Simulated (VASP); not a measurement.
Input of a VASP 6.6.1 run:

The input POSCAR:

```
GaN
1.0
    0.0000000000      2.2535006075      2.2535006075
    2.2535006075      0.0000000000      2.2535006075
    2.2535006075      2.2535006075      0.0000000000
Ga N
1 1
Direct
    0.0192151136      0.0192151136      0.0192151136
    0.7500000000      0.7500000000      0.7500000000
```

File INCAR.step1:

```
PREC = Accurate ; ENCUT = 520
ISMEAR = 0 ; SIGMA = 0.2
LREAL = F ; LASPH = T
NELM = 60 ; NBANDS = 16
GGA = PE ; ALGO = Normal
EDIFF = 1E-4 ; LWAVE = T
LCHARG = F
```

INCAR.step2

```
PREC = Accurate ; ENCUT = 520
EDIFF = 1E-6 ; ISMEAR = 0
SIGMA = 0.2 ; LREAL = F
LASPH = T ; NELM = 60
ALGO = Normal ; ISIF = 2
LWAVE = F ; LCHARG = F
METAGGA = R2SCAN ; LMIXTAU = T
NBANDS = 16 ; ISTART = 1
```

Contents of KPOINTS:

```
Automatic mesh
0
Gamma
  10 10 10
```

Potentials or basis: VASP PAW PBE potentials, release 64 (Ga_d, N).

Command:

```bash
$ cat potpaw_PBE.64/Ga_d/POTCAR potpaw_PBE.64/N/POTCAR > POTCAR
$ cp INCAR.step1 INCAR
$ mpirun -np 1 vasp_std > vasp.out
$ cp INCAR.step2 INCAR
$ mpirun -np 1 vasp_std > vasp.out
```

Problem. Predict the pressure.

Solution. 1.8 GPa.

Problem. Estimate the band gap on the k mesh.

Solution. 1.87 eV, direct.

Problem. What does it give for the largest force?

Solution. 1.298 eV/Å.

Forces on the atoms (eV/Å):
```
Ga  -0.749 -0.749 -0.749
N    0.749  0.749  0.749
```

Caveat: the cell differs from its parent crystal (all Ga atoms moved -0.150 Å, as atom 1 towards its neighbour atom 2 (N) at 1.952 Å); the PAW data sets were made with another functional, which shifts forces and pressure a little.
